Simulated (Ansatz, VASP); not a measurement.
**One calculation of HfSi4, two programs**

```
Hf Si
1.0
     0.00000    4.70876    4.70876
     4.70876    0.00000    4.70876
     4.70876    4.70876    0.00000
Hf Si
2 8
Direct
  0.00000 0.00000 0.00000
  0.25000 0.25000 0.25000
  0.41012 0.41012 0.41012
  0.41012 0.41012 0.76963
  0.41012 0.76963 0.41012
  0.83988 0.83988 0.48037
  0.83988 0.83988 0.83988
  0.76963 0.41012 0.41012
  0.83988 0.48037 0.83988
  0.48037 0.83988 0.83988
```

Change from the starting cell: species swapped into the Ba4Rh type (Fd-3m, No. 227).

Alike in both runs: functional PBE; k mesh 4 × 4 × 4; occupations gaussian, width 0.1 eV; no spin polarisation.

Ansatz relaxed the structure, and its values are those at the end. VASP's run is a single point on that final structure, the one shown.

```csv
,VASP,Ansatz
version,VASP 6.6.1,Ansatz 0.2.0
potentials or method,"VASP PAW PBE potentials, release 64 (Hf_pv, Si), cutoff 520 eV","scalar-relativistic, plane waves, PAW"
valence electrons in the cell,52,84
```

|  | VASP | Ansatz | Ansatz less VASP |
| --- | --- | --- | --- |
| gap on the k mesh at the Fermi level (eV) | none | none | - |
| pressure (GPa) | -0.3 | -0.2 | +0.11 |
| rms of the force components (eV/Å) | 0.006 | 0.001 | -0.0047 |

A gap of «none» marks a metal or a gap that the smearing closes. VASP's potentials hold 52 valence electrons a cell and Ansatz's 84, so a difference there can come from the potentials and not from the codes.

Spin-orbit coupling is off throughout.
